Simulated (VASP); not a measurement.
# ZnS (P6_3mc) in VASP: settings compared

Aim: see how the results for ZnS move with the level of theory and the settings. Levels: RPBE+D3(BJ), PBE exchange alone. Tasks: single point.

Everything below comes from runs of VASP 6.6.1. Logs are shortened: lines on timing, memory, paths and dates and some standing lists are left out, and cuts for length are marked.

### 1 The cell of the first run

The structure is hexagonal, space group P6_3mc (No. 186). The conventional cell has a = 3.786 Å, b = 3.786 Å, c = 18.565 Å, α = 90.00°, β = 90.00°, γ = 120.00°. Within 3.1 Å of Zn (site symmetry 3m) lie 4 S at 2.32 Å. Zn (site symmetry 3m) has 4 S at 2.32 Å within 3.1 Å. Zn (site symmetry 3m) has 4 S at 2.32 Å within 3.1 Å. Within 3.1 Å of S (site symmetry 3m) lie 4 Zn at 2.32 Å. S (site symmetry 3m) has 4 Zn at 2.32 Å within 3.1 Å. Within 3.1 Å of S (site symmetry 3m) lie 4 Zn at 2.32 Å.

### 2 Single point, RPBE+D3(BJ)

The input, INCAR:

```
SYSTEM = ZnS
PREC     = Accurate       ! precision mode
ENCUT    = 520            ! plane-wave cutoff, eV
EDIFF    = 1E-7           ! SCF threshold, eV
ISMEAR   = -1             ! smearing method
SIGMA    = 0.05           ! smearing width, eV
LREAL    = .FALSE.        ! projectors in reciprocal space
LASPH    = .TRUE.         ! aspherical terms in the spheres
NELM     = 100            ! most SCF steps
ALGO     = Normal         ! electronic algorithm
ISIF     = 2              ! what is computed and relaxed
LWAVE    = .FALSE.        ! write WAVECAR
LCHARG   = .FALSE.        ! write CHGCAR
GGA      = RP             ! functional
IVDW     = 12             ! dispersion correction
NBANDS   = 66             ! bands
```

The input, KPOINTS:

```
regular mesh
0
G
  8 8 2
  0 0 0
```

The input, POSCAR:

```
ZnS
1.0
    3.7864153365      0.0000000000      0.0000000000
   -1.8932076683      3.2791318707      0.0000000000
    0.0000000000      0.0000000000     18.5645500459
Zn S
6 6
Direct
    0.3333333333      0.6666666667      0.8333300000
    0.6666666667      0.3333333333      0.3333300000
    0.6666666667      0.3333333333      0.6666700000
    0.3333333333      0.6666666667      0.1666700000
    0.0000000000      0.0000000000      0.5000000000
    0.0000000000      0.0000000000      0.0000000000
    0.3333333333      0.6666666667      0.9583300000
    0.6666666667      0.3333333333      0.4583300000
    0.6666666667      0.3333333333      0.7916700000
    0.3333333333      0.6666666667      0.2916700000
    0.0000000000      0.0000000000      0.6250000000
    0.0000000000      0.0000000000      0.1250000000
```

Potentials or basis: VASP PAW PBE potentials, release 64 (Zn, S).

Started as:

```sh
cat potpaw_PBE.64/Zn/POTCAR potpaw_PBE.64/S/POTCAR > POTCAR
mpirun -np 1 vasp_std > vasp.out
```

OUTCAR:

```text
SYSTEM = ZnS
   PREC = Accurate
   ENCUT = 520
   EDIFF = 1E-7
   ISMEAR = -1
   LREAL = .FALSE.
   LASPH = .TRUE.
   NELM = 100
   ISIF = 2
   GGA = RP
   IVDW = 12
 IVDW          = 12

 ion  position               nearest neighbor table
   1  0.333  0.667  0.833-   9 2.32   9 2.32   9 2.32   7 2.32
   2  0.667  0.333  0.333-  10 2.32  10 2.32  10 2.32   8 2.32
   3  0.667  0.333  0.667-  11 2.32  11 2.32  11 2.32   9 2.32
   4  0.333  0.667  0.167-  12 2.32  12 2.32  12 2.32  10 2.32
   5  0.000  0.000  0.500-   8 2.32   8 2.32   8 2.32  11 2.32
   6  0.000  0.000  0.000-   7 2.32   7 2.32   7 2.32  12 2.32
   7  0.333  0.667  0.958-   6 2.32   6 2.32   6 2.32   1 2.32
   8  0.667  0.333  0.458-   5 2.32   5 2.32   5 2.32   2 2.32
   9  0.667  0.333  0.792-   1 2.32   1 2.32   1 2.32   3 2.32
  10  0.333  0.667  0.292-   2 2.32   2 2.32   2 2.32   4 2.32
  11  0.000  0.000  0.625-   3 2.32   3 2.32   3 2.32   5 2.32
  12  0.000  0.000  0.125-   4 2.32   4 2.32   4 2.32   6 2.32

  LATTYP: Found a hexagonal cell.
 ALAT       =     3.7864153365
 C/A-ratio  =     4.9029354669

  Lattice vectors:

 A1 = (   3.7864153365,   0.0000000000,   0.0000000000)
 A2 = (  -1.8932076683,   3.2791318707,   0.0000000000)
 A3 = (   0.0000000000,   0.0000000000,  18.5645500459)

Analysis of symmetry for initial positions (statically):
=====================================================================
 Subroutine PRICEL returns:
 Original cell was already a primitive cell.

 Routine SETGRP: Setting up the symmetry group for a
 hexagonal supercell.

 Subroutine GETGRP returns: Found 12 space group operations
 (whereof  6 operations were pure point group operations)
 out of a pool of 24 trial point group operations.

The static configuration has the point symmetry C_3v.
 The point group associated with its full space group is C_6v.

Analysis of symmetry for dynamics (positions and initial velocities):
=====================================================================
 Subroutine PRICEL returns:
 Original cell was already a primitive cell.

 Routine SETGRP: Setting up the symmetry group for a
 hexagonal supercell.

 Subroutine GETGRP returns: Found 12 space group operations
 (whereof  6 operations were pure point group operations)
 out of a pool of 24 trial point group operations.

The dynamic configuration has the point symmetry C_3v.
 The point group associated with its full space group is C_6v.

 Subroutine INISYM returns: Found 12 space group operations
 (whereof  6 operations are pure point group operations),
 and found     1 'primitive' translations

----------------------------------------------------------------------------------------

                                     Primitive cell

  volume of cell :     230.5003

  direct lattice vectors                    reciprocal lattice vectors
     3.786415337  0.000000000  0.000000000     0.264102036  0.152479382  0.000000000
    -1.893207668  3.279131871  0.000000000     0.000000000  0.304958763  0.000000000
     0.000000000  0.000000000 18.564550046     0.000000000  0.000000000  0.053866105

  length of vectors
     3.786415337  3.786415337 18.564550046     0.304958763  0.304958763  0.053866105

  position of ions in fractional coordinates (direct lattice)
     0.333333333  0.666666667  0.833330000
     0.666666667  0.333333333  0.333330000
     0.666666667  0.333333333  0.666670000
     0.333333333  0.666666667  0.166670000
     0.000000000  0.000000000  0.500000000
     0.000000000  0.000000000  0.000000000
     0.333333333  0.666666667  0.958330000
     0.666666667  0.333333333  0.458330000
     0.666666667  0.333333333  0.791670000
     0.333333333  0.666666667  0.291670000
     0.000000000  0.000000000  0.625000000
     0.000000000  0.000000000  0.125000000

  ion indices of the primitive-cell ions
   primitive index   ion index
                 1           1
                 2           2
                 3           3
                 4           4
                 5           5
                 6           6
                 7           7
                 8           8
                 9           9
                10          10
                11          11
                12          12

----------------------------------------------------------------------------------------

 KPOINTS: regular mesh

Automatic generation of k-mesh.
 Grid dimensions read from file:
 generate k-points for:    8    8    2

 Generating k-lattice:

  Cartesian coordinates                     Fractional coordinates (reciprocal lattice)
     0.033012755  0.019059923  0.000000000     0.125000000  0.000000000  0.000000000
     0.000000000  0.038119845  0.000000000     0.000000000  0.125000000  0.000000000
     0.000000000  0.000000000  0.026933052     0.000000000  0.000000000  0.500000000

  Length of vectors
     0.038119845  0.038119845  0.026933052

  Shift w.r.t. Gamma in fractional coordinates (k-lattice)
     0.000000000  0.000000000  0.000000000

 Subroutine IBZKPT returns following result:
 ===========================================

 Found     20 irreducible k-points:

 Following reciprocal coordinates:
            Coordinates               Weight
  0.000000  0.000000  0.000000      1.000000
  0.125000  0.000000  0.000000      6.000000
  0.250000  0.000000  0.000000      6.000000
  0.375000  0.000000  0.000000      6.000000
  0.500000  0.000000  0.000000      3.000000
  0.125000  0.125000  0.000000      6.000000
[... 12 lines left out ...]
  0.250000  0.250000  0.500000      6.000000
  0.375000  0.250000  0.500000      6.000000
   k-points           NKPTS =     20   k-points in BZ     NKDIM =     20   number of bands    NBANDS=     66
   number of dos      NEDOS =    301   number of ions     NIONS =     12
   total plane-waves  NPLWV = 109760
   dimension x,y,z NGX =    28 NGY =   28 NGZ =  140
   dimension x,y,z NGXF=    56 NGYF=   56 NGZF=  280
   ions per type =               6   6
   NGX,Y,Z   is equivalent  to a cutoff of  12.29, 12.29, 12.54 a.u.
   NGXF,Y,Z  is equivalent  to a cutoff of  24.59, 24.59, 25.07 a.u.
 SYSTEM =  ZnS
   PREC   = accura    normal or accurate (medium, high low for compatibility)
   ISTART =      0    job   : 0-new  1-cont  2-samecut
   ICHARG =      2    charge: 1-file 2-atom 10-const
   ISPIN  =      1    spin polarized calculation?
   LNONCOLLINEAR =      F non collinear calculations
   LSORBIT =      F    spin-orbit coupling
   LASPH  =      T    aspherical Exc in radial PAW
   ENCUT  =  520.0 eV  38.22 Ry    6.18 a.u.   7.04  7.04 34.52*2*pi/ulx,y,z
   NELM   =    100;   NELMIN=  2; NELMDL= -5     # of ELM steps
   EDIFF  = 0.1E-06   stopping-criterion for ELM
   LREAL  =      F    real-space projection
   EDIFFG = 0.1E-05   stopping-criterion for IOM
   NSW    =      0    number of steps for IOM
   IBRION =     -1    ionic relax: 0-MD 1-quasi-New 2-CG
   NFREE  =      0    steps in history (QN), initial steepest desc. (CG)
   ISIF   =      2    stress and relaxation
   ISYM   =      2    0-nonsym 1-usesym 2-fastsym
   POTIM  = 0.5000    time-step for ionic-motion
   TEBEG  =    0.0;   TEEND  =   0.0 temperature during run
   PSTRESS=    0.0 pullay stress
   NELECT =     108.0000    total number of electrons
   NUPDOWN=      -1.0000    fix difference up-down
   EMIN   =  10.00;   EMAX   =-10.00  energy-range for DOS
   EFERMI =   0.00;   METHOD = LEGACY
   ISMEAR =    -1;   SIGMA  =   0.05  broadening in eV -4-tet -1-fermi 0-gaus
   EFERMI_NEDOS =   21; number of points for ismear=-14 and -15
   IALGO  =     38    algorithm
   IMIX   =      4    mixing-type and parameters
     AMIX     =   0.40;   BMIX     =  1.00
     AMIX_MAG =   1.60;   BMIX_MAG =  1.00
  volume/ion in A,a.u.               =      19.21       129.62
  Fermi-wavevector in a.u.,A,eV,Ry     =   1.271527  2.402837 21.997637  1.616781
  Thomas-Fermi vector in A             =   2.404455
   LORBIT       =      0    0 simple, 1 ext, 2 COOP (PROOUT), +10 PAW based schemes
   GGA     = RP    functional components
   LHFCALC =     F    Hartree Fock is set to
   AEXX    =    0.0000 exact exchange contribution
   IVDW    =    12    specifies the selected vdW correction
   LEPSILON=     F    determine dielectric tensor
   LRPA    =     F    only Hartree local field effects (RPA)
 non-spin polarized calculation
  energy-cutoff  :      520.00
  volume of cell :      230.50
 maximum number of plane-waves:      6239
   NGX = 15   NGY = 15   NGZ = 69

 number of electron     107.9999985 magnetization

 Free energy of the ion-electron system (eV)
  ---------------------------------------------------
  ext. energy  EPLUGINS =         0.00000000
  ---------------------------------------------------
  free energy    TOTEN  =       -36.81957081 eV

  energy without entropy =      -36.81957081  energy(sigma->0) =      -36.81957081

 E-fermi :   3.5315     XC(G=0):  -9.5393

 val. band max:        2.4755935813   @ k =   0.0000   0.0000   0.0000
 cond. band min:       4.8995513202   @ k =   0.0000   0.0000   0.0000
 fundamental gap:      2.4239577389
 Fermi energy:         3.5315399031

 k-point     1 :       0.0000    0.0000    0.0000
  band No.  band energies     occupation
      1     -10.8461      2.00000
      2     -10.6394      2.00000
      3     -10.6308      2.00000
      4     -10.1603      2.00000
      5     -10.1514      2.00000
      6      -9.8780      2.00000
[... 58 lines left out ...]
     65       8.9763      0.00000
     66       9.0958      0.00000

 k-point     2 :       0.1250    0.0000    0.0000
  band No.  band energies     occupation
      1     -10.7380      2.00000
      2     -10.5398      2.00000
      3     -10.5311      2.00000
      4     -10.0838      2.00000
      5     -10.0750      2.00000
      6      -9.8182      2.00000
[... 1300 lines left out ...]
     65       9.2381      0.00000
     66       9.2381      0.00000

------------------------ aborting loop because EDIFF is reached ----------------------------------------

 Edisp (eV)  -13.75798

 E8    (eV) :    -7.8445

  FORCE on cell =-STRESS in cart. coord.  units (eV):
  Direction    XX          YY          ZZ          XY          YZ          ZX
  --------------------------------------------------------------------------------------
  -------------------------------------------------------------------------------------
  Total      -5.98628    -5.98628    -6.07717     0.00000     0.00000     0.00000
  in kB     -41.60987   -41.60987   -42.24162     0.00000     0.00000     0.00000
  external pressure =      -41.82 kB  Pullay stress =        0.00 kB

 VOLUME and BASIS-vectors are now :
 -----------------------------------------------------------------------------
  energy-cutoff  :      520.00
  volume of cell :      230.50
      direct lattice vectors                 reciprocal lattice vectors
     3.786415337  0.000000000  0.000000000     0.264102036  0.152479382  0.000000000
    -1.893207668  3.279131871  0.000000000     0.000000000  0.304958763  0.000000000
     0.000000000  0.000000000 18.564550046     0.000000000  0.000000000  0.053866105

 POSITION                                       TOTAL-FORCE (eV/Angst)
 -----------------------------------------------------------------------------------
     -0.00000      2.18609     15.47040         0.000000     -0.000000      0.001936
      1.89321      1.09304      6.18812        -0.000000      0.000000      0.001936
      1.89321      1.09304     12.37643         0.000000     -0.000000     -0.000543
     -0.00000      2.18609      3.09415        -0.000000      0.000000     -0.000543
      0.00000      0.00000      9.28228         0.000000     -0.000000     -0.001233
      0.00000      0.00000      0.00000        -0.000000     -0.000000     -0.001233
     -0.00000      2.18609     17.79097        -0.000000      0.000000     -0.014706
      1.89321      1.09304      8.50869         0.000000     -0.000000     -0.014706
      1.89321      1.09304     14.69700         0.000000     -0.000000     -0.008111
     -0.00000      2.18609      5.41472        -0.000000      0.000000     -0.008111
      0.00000      0.00000     11.60284        -0.000000     -0.000000      0.022658
      0.00000      0.00000      2.32057         0.000000     -0.000000      0.022658
 -----------------------------------------------------------------------------------
    total drift:                               -0.000003     -0.000004     -0.000710

  FREE ENERGIE OF THE ION-ELECTRON SYSTEM (eV)
  ---------------------------------------------------
  free  energy   TOTEN  =       -50.5775487333 eV

  energy  without entropy=      -50.5775487332  energy(sigma->0) =      -50.57754873
```

Run time: 34 min. Hardware: 1 thread of Intel Xeon 8259CL, shared host; peak memory 0.47 GiB.

What came out:

```yaml
Free_energy: -50.5775 eV
Pressure: -4.2 GPa
Largest_force: 0.023 eV/Å
Band_gap_on_the_k_mesh: 2.42 eV
Dispersion_energy_per_atom: -1.146 eV
```

Forces on the atoms (eV/Å):
```
Zn   0.000  0.000  0.002
Zn   0.000  0.000  0.002
Zn   0.000  0.000 -0.001
Zn   0.000  0.000 -0.001
Zn   0.000  0.000 -0.001
Zn   0.000  0.000 -0.001
S    0.000  0.000 -0.015
S    0.000  0.000 -0.015
S    0.000  0.000 -0.008
S    0.000  0.000 -0.008
S    0.000  0.000  0.023
S    0.000  0.000  0.023
```

Caveat: the cell stands under tension; the dispersion term is far too large for a dense solid, which distorts pressure and volume; the PAW data sets were made with another functional, which shifts forces and pressure a little.

[end of part 1 of 2]
